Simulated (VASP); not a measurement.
# Al2Cu (I4/mcm) in VASP: notebook, part 2 of 2

VASP 6.6.1. Earlier steps stand in the parts before.

**3. Single point, PBE**

The input, INCAR:

```
SYSTEM = Al2Cu
ALGO     = Fast           ! electronic algorithm
EDIFF    = 1E-7           ! SCF threshold, eV
ENCUT    = 520            ! plane-wave cutoff, eV
GGA      = PE             ! functional
ISIF     = 2              ! what is computed and relaxed
ISMEAR   = 0              ! smearing method
LASPH    = .TRUE.         ! aspherical terms in the spheres
LCHARG   = .TRUE.         ! write CHGCAR
LELF     = .TRUE.         ! ELF
LREAL    = .FALSE.        ! projectors in reciprocal space
LVHAR    = .TRUE.       
LWAVE    = .FALSE.        ! write WAVECAR
NBANDS   = 26             ! bands
NELM     = 60             ! most SCF steps
PREC     = Accurate       ! precision mode
SIGMA    = 0.15           ! smearing width, eV
```

The input, KPOINTS:

```
k-points
0
G
  10 10 10
  0 0 0
```

The input, POSCAR:

```
Al2Cu
1.0
   -2.9656500000      2.9656500000      2.4657000000
    2.9656500000     -2.9656500000      2.4657000000
    2.9656500000      2.9656500000     -2.4657000000
Al Cu
4 2
Direct
    0.1587211657      0.6587211657      0.8174423314
    0.6587211657      0.8412788343      0.5000000000
    0.8412788343      0.3412788343      0.1825576686
    0.3412788343      0.1587211657      0.5000000000
    0.7500000000      0.7500000000      0.0000000000
    0.2500000000      0.2500000000      0.0000000000
```

Potentials or basis: VASP PAW PBE potentials, release 64 (Al, Cu).

On the command line:

```bash
> cat potpaw_PBE.64/Al/POTCAR potpaw_PBE.64/Cu/POTCAR > POTCAR
> mpirun -np 1 vasp_std > vasp.out
```

OUTCAR:

```text
SYSTEM = Al2Cu
   EDIFF = 1E-7
   ENCUT = 520
   GGA = PE
   ISIF = 2
   ISMEAR = 0
   LASPH = .TRUE.
   LREAL = .FALSE.
   NELM = 60
   PREC = Accurate

 ion  position               nearest neighbor table
   1  0.159  0.659  0.817-   5 2.55   6 2.55   5 2.55   6 2.55   3 2.66   3 2.90   3 2.90   4 3.10
                             2 3.10   2 3.10   4 3.10   4 3.16   2 3.16   2 3.16   4 3.16
   2  0.659  0.841  0.500-   5 2.55   5 2.55   6 2.55   6 2.55   4 2.66   4 2.90   4 2.90   3 3.10
                             1 3.10   1 3.10   3 3.10   1 3.16   3 3.16   1 3.16   3 3.16
   3  0.841  0.341  0.183-   5 2.55   6 2.55   5 2.55   6 2.55   1 2.66   1 2.90   1 2.90   2 3.10
                             4 3.10   4 3.10   2 3.10   2 3.16   4 3.16   4 3.16   2 3.16
   4  0.341  0.159  0.500-   6 2.55   6 2.55   5 2.55   5 2.55   2 2.66   2 2.90   2 2.90   1 3.10
                             1 3.10   3 3.10   3 3.10   1 3.16   3 3.16   3 3.16   1 3.16
   5  0.750  0.750  0.000-   6 2.47   6 2.47   2 2.55   3 2.55   3 2.55   2 2.55   1 2.55   1 2.55
                             4 2.55   4 2.55
   6  0.250  0.250  0.000-   5 2.47   5 2.47   3 2.55   4 2.55   3 2.55   4 2.55   1 2.55   1 2.55
                             2 2.55   2 2.55

  LATTYP: Found a body centered tetragonal cell.
 ALAT       =     5.9313000000
 C/A-ratio  =     0.8314197562

  Lattice vectors:

 A1 = (  -2.9656500000,   2.9656500000,   2.4657000000)
 A2 = (   2.9656500000,  -2.9656500000,   2.4657000000)
 A3 = (   2.9656500000,   2.9656500000,  -2.4657000000)

Analysis of symmetry for initial positions (statically):
=====================================================================
 Subroutine PRICEL returns:
 Original cell was already a primitive cell.

 Routine SETGRP: Setting up the symmetry group for a
 body centered tetragonal supercell.

 Subroutine GETGRP returns: Found 16 space group operations
 (whereof  8 operations were pure point group operations)
 out of a pool of 16 trial point group operations.

The static configuration has the point symmetry C_4h.
 The point group associated with its full space group is D_4h.

[... 139 lines left out ...]
   IMIX   =      4    mixing-type and parameters
     AMIX     =   0.40;   BMIX     =  1.00
     AMIX_MAG =   1.60;   BMIX_MAG =  1.00
  volume/ion in A,a.u.               =      14.46        97.56
  Fermi-wavevector in a.u.,A,eV,Ry     =   1.198085  2.264053 19.529922  1.435409
  Thomas-Fermi vector in A             =   2.333984
   LORBIT       =      0    0 simple, 1 ext, 2 COOP (PROOUT), +10 PAW based schemes
   GGA     = PE    functional components
   LHFCALC =     F    Hartree Fock is set to
   AEXX    =    0.0000 exact exchange contribution
   IVDW    =     0    specifies the selected vdW correction
   LEPSILON=     F    determine dielectric tensor
   LRPA    =     F    only Hartree local field effects (RPA)
 non-spin polarized calculation
 RMM-DIIS sequential band-by-band and
 Gauss-broadening in eV      SIGMA  =   0.15
  energy-cutoff  :      520.00
  volume of cell :       86.74
 maximum number of plane-waves:      2370
   NGX = 19   NGY = 19   NGZ = 19

 number of electron      34.0000005 magnetization

 Free energy of the ion-electron system (eV)
  ---------------------------------------------------
  ext. energy  EPLUGINS =         0.00000000
  ---------------------------------------------------
  free energy    TOTEN  =       -23.34233725 eV

  energy without entropy =      -23.32253375  energy(sigma->0) =      -23.33243550

 E-fermi :   8.2682     XC(G=0): -10.9847

 val. band max:        8.2583312121   @ k =   0.5000   0.5000   0.2000
 cond. band min:       8.2793778851   @ k =  -0.4000   0.4000   0.2000
 fundamental gap:      0.0210466730
 Fermi energy:         8.2682279565

 k-point     1 :       0.0000    0.0000    0.0000
  band No.  band energies     occupation
      1      -2.6520      2.00000
      2       2.9146      2.00000
      3       3.0496      2.00000
      4       3.0496      2.00000
      5       3.1751      2.00000
      6       4.0208      2.00000
[... 685 lines left out ...]
     25      15.5231      0.00000
     26      16.2090      0.00000

 [... further k-points ...]
[... 5 lines left out ...]
  --------------------------------------------------------------------------------------
  -------------------------------------------------------------------------------------
  Total        2.6046432      2.6046432      0.4520937      0.0000000     -0.0000000      0.0000000
  in kB       48.1081669     48.1081669      8.3502415      0.0000000     -0.0000000      0.0000000
  external PRESSURE =      34.8555251 kB  Pullay stress =       0.0000000 kB

 VOLUME and BASIS-vectors are now :
 -----------------------------------------------------------------------------
  energy-cutoff  :      520.00
  volume of cell :       86.74
      direct lattice vectors                 reciprocal lattice vectors
    -2.965650000  2.965650000  2.465700000     0.000000000  0.168597104  0.202782171
     2.965650000 -2.965650000  2.465700000     0.168597104  0.000000000  0.202782171
     2.965650000  2.965650000 -2.465700000     0.168597104  0.168597104  0.000000000

 POSITION                                       TOTAL-FORCE (eV/Angst)
 -----------------------------------------------------------------------------------
      3.90707      0.94142      0.00000         0.043909      0.043909     -0.000000
      2.02423      0.94142      2.46570        -0.043909      0.043909     -0.000000
     -0.94142      2.02423      2.46570        -0.043909     -0.043909      0.000000
      0.94142      2.02423      0.00000         0.043909     -0.043909     -0.000000
      0.00000      0.00000      3.69855         0.000000     -0.000000     -0.000000
      0.00000      0.00000      1.23285        -0.000000      0.000000     -0.000000
 -----------------------------------------------------------------------------------
    total drift:                                0.000000     -0.000000      0.000000

  FREE ENERGIE OF THE ION-ELECTRON SYSTEM (eV)
  ---------------------------------------------------
  free  energy   TOTEN  =       -23.3423372457 eV

  energy  without entropy=      -23.3225337515  energy(sigma->0) =      -23.33243550
```

OSZICAR:

```text
N       E                     dE             d eps       ncg     rms          rms(c)
DAV:   1     0.187683277426E+03    0.18768E+03   -0.13686E+04  5304   0.147E+03
DAV:   2    -0.160621259665E+02   -0.20375E+03   -0.19155E+03  5322   0.289E+02
DAV:   3    -0.278696006592E+02   -0.11807E+02   -0.11050E+02  6876   0.889E+01
[... 11 lines left out ...]
RMM:  15    -0.233423374020E+02   -0.71463E-05   -0.87110E-05  8182   0.585E-02    0.109E-02
RMM:  16    -0.233423428123E+02   -0.54102E-05   -0.72051E-06  6905   0.283E-02    0.172E-02
RMM:  17    -0.233423372712E+02    0.55411E-05   -0.22229E-05  6613   0.566E-02    0.612E-03
RMM:  18    -0.233423372498E+02    0.21416E-07   -0.32280E-06  7118   0.153E-02    0.274E-03
RMM:  19    -0.233423372457E+02    0.40927E-08   -0.65395E-07  6142   0.538E-03
   1 F= -.23342337E+02 E0= -.23332435E+02  d E =-.198035E-01
```

Wall time 5.2 min (1 thread of Intel Xeon Platinum 8375C at 2.90GHz (Ice Lake), shared host); peak memory 0.33 GiB.

What came out:

| Property | Result |
| --- | --- |
| Free energy | -23.3423 eV |
| Pressure | 3.5 GPa |
| Largest force | 0.062 eV/Å |
| Band gap on the k mesh | zero (band 17 reaches 10.76 eV, above the bottom of band 18 at 6.65 eV) |

Forces on the atoms (eV/Å):
```
Al   0.044  0.044  0.000
Al  -0.044  0.044  0.000
Al  -0.044 -0.044  0.000
Al   0.044 -0.044  0.000
Cu   0.000  0.000  0.000
Cu   0.000  0.000  0.000
```
